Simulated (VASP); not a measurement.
KI:

```xyz
2
Lattice="0.0000 3.5328 3.5328 3.5328 0.0000 3.5328 3.5328 3.5328 0.0000" Properties=species:S:1:pos:R:3 pbc="T T T"
I     3.5328    3.5328    3.5328
K     0.0000    0.0000    0.0000
```

Base run:

| Quantity | Value |
| --- | --- |
| Program | VASP 6.6.1 |
| Functional | BLYP |
| Potentials or basis | VASP PAW PBE potentials, release 64 (I, K_sv) |
| Cutoff | 520 eV |
| k mesh | 4 × 4 × 4 |
| Occupations | fermi-dirac, width 0.05 eV |
| Spin | no spin polarisation |

Its results: band gap on the k mesh 4.00 eV; pressure 1.4 GPa.

**Question.** After a change of settings the same cell gave: band gap on the k mesh 3.81 eV; pressure -0.2 GPa. Which change was it?
A. functional from BLYP to PBEsol
B. functional from BLYP to B3LYP; occupations from fermi-dirac, width 0.05 eV to gaussian, width 0.05 eV
C. functional from BLYP to r2SCAN; further incar settings from ALGO = Normal; EDIFF = 1e-06; NBANDS = 15 to ALGO = Normal; EDIFF = 1e-07; NBANDS = 15
D. functional from BLYP to revPBE

**Answer.** A.

PBEsol binds more tightly than BLYP, so the same cell stands under less pressure.

Caveats: the PAW data sets were made with another functional, which shifts forces and pressure a little; spin-orbit coupling is left out, which moves the levels of the heavy elements.
